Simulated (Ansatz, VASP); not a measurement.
**Ni in VASP and in Ansatz**

POSCAR

```
Ni
1.0
    0.0000000000      1.7380692641      1.7380692641
    1.7380692641      0.0000000000      1.7380692641
    1.7380692641      1.7380692641      0.0000000000
Ni
1
Direct
    0.0000000000      0.0000000000      0.0000000000
```

Contents of INCAR.step1:

```
PREC = Accurate
ENCUT = 520
ISMEAR = 1
SIGMA = 0.2
LREAL = False
LASPH = True
NELM = 150
ISPIN = 2
MAGMOM = 0.807
LMAXMIX = 4
NBANDS = 15
GGA = PE
ALGO = Normal
EDIFF = 1E-4
LWAVE = True
LCHARG = False
```

The input INCAR.step2:

```
PREC = Accurate
ENCUT = 520
EDIFF = 1E-7
ISMEAR = 1
SIGMA = 0.2
LREAL = False
LASPH = True
NELM = 150
ALGO = Normal
ISIF = 2
LWAVE = False
LCHARG = False
ISPIN = 2
MAGMOM = 0.807
LORBIT = 11
LMAXMIX = 4
METAGGA = R2SCAN
LMIXTAU = True
NBANDS = 15
ISTART = 1
```

File KPOINTS:

```
regular mesh
0
Gamma
  15 15 15
```

Input for Ansatz:

```yaml
crystal:
  lattice:
    - [0.0, 1.7380692641, 1.7380692641]
    - [1.7380692641, 0.0, 1.7380692641]
    - [1.7380692641, 1.7380692641, 0.0]
  atoms:
    - { symbol: Ni, position: [0.0, 0.0, 0.0], spin: 0.807 }
hamiltonian:
  xc: r2scan
  pseudopotentials:
    kind: paw
    azcp:
      Ni: "pseudopotentials/Ni.paw.azcp"
basis:
  ecutwfc: 500
  fft_grid_basis: typed
kpoints:
  mp_grid: { grid: [15, 15, 15], shift: [0, 0, 0] }
magnetization:
  spin_polarized: true
scf:
  occupations: { method: methfessel_paxton, width: 0.2 }
  lower_state_search: "off"
output:
  stress: true
```

Alike in both runs: task single point; functional r2SCAN; k mesh 15 × 15 × 15; occupations methfessel-paxton of order 1, width 0.2 eV; collinear spin.

|  | VASP | Ansatz |
| --- | --- | --- |
| version | VASP 6.6.1 | Ansatz 0.2.0 |
| potentials or method | VASP PAW PBE potentials, release 64 (Ni), cutoff 520 eV | plane waves (500 eV) with PAW, scalar-relativistic |
| valence electrons in the cell | 10 | 18 |

|  | VASP | Ansatz | Ansatz less VASP |
| --- | --- | --- | --- |
| pressure (GPa) | 0.2 | -0.1 | -0.34 |
| net moment per atom (μB) | 0.69 | 0.71 | +0.014 |
| size of the moment on the site where the two differ most (μB) | 0.71 | 0.77 | +0.062 |

VASP's potentials were made for PBE, not for r2SCAN. Site moments also hang on the region over which each program counts them. With one functional, cell and mesh, what is left measures potentials, basis and numerics. VASP's potentials hold 10 valence electrons a cell and Ansatz's 18, so a difference there can come from the potentials and not from the codes. Ansatz's warnings: stability check not made.
